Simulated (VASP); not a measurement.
Runs of VASP 6.6.1 on Si2C. The structure is that of space group P3_112 (No. 151), or close to it. The cells are those of the table. 

| task | spin | cell | k mesh | cutoff (eV) | gap on the mesh (eV) | pressure (GPa) | largest force (eV/Å) |
| --- | --- | --- | --- | --- | --- | --- | --- |
| single point | off | a = 6.217, b = 6.217, c = 3.843 Å, angles 90.0, 90.0, 120.0°, 9 atoms | 6 × 6 × 10 | 520 | none | 0.0 | 0.02 |
| single point | off | a = 6.214, b = 6.214, c = 3.839 Å, angles 90.0, 90.0, 120.0°, 9 atoms | 6 × 6 × 4 | 520 | none | (a) | 0.04 |
| single point | off | a = 4.400, b = 4.400, c = 5.161 Å, angles 90.0, 90.0, 120.0°, 9 atoms | 6 × 6 × 4 | 520 | none | 176.5 | 33.06 |
| single point | collinear, ferromagnetic start | a = 4.400, b = 4.400, c = 5.161 Å, angles 90.0, 90.0, 120.0°, 9 atoms | 6 × 6 × 4 | 520 | none | 176.5 | 33.06 |
| relaxation of cell and atoms | off | relaxed from a = 4.400, b = 4.400, c = 5.161 Å, angles 90.0, 90.0, 120.0°, 9 atoms | 6 × 6 × 4 | 600 | none | -0.1 | 0.02 |

Alike in all rows: level PBE; potentials or basis VASP PAW PBE potentials, release 64 (Si, C); smearing gaussian 0.1 eV.

Task: Estimate the missing entries.

Result: (a) 0.1.

Caveats: some runs use coarse meshes; forces of over 1 eV/Å act on the atoms, so gaps and moduli don't describe the material at rest (some runs).

A gap of «none» marks levels without a gap at the run's occupations.
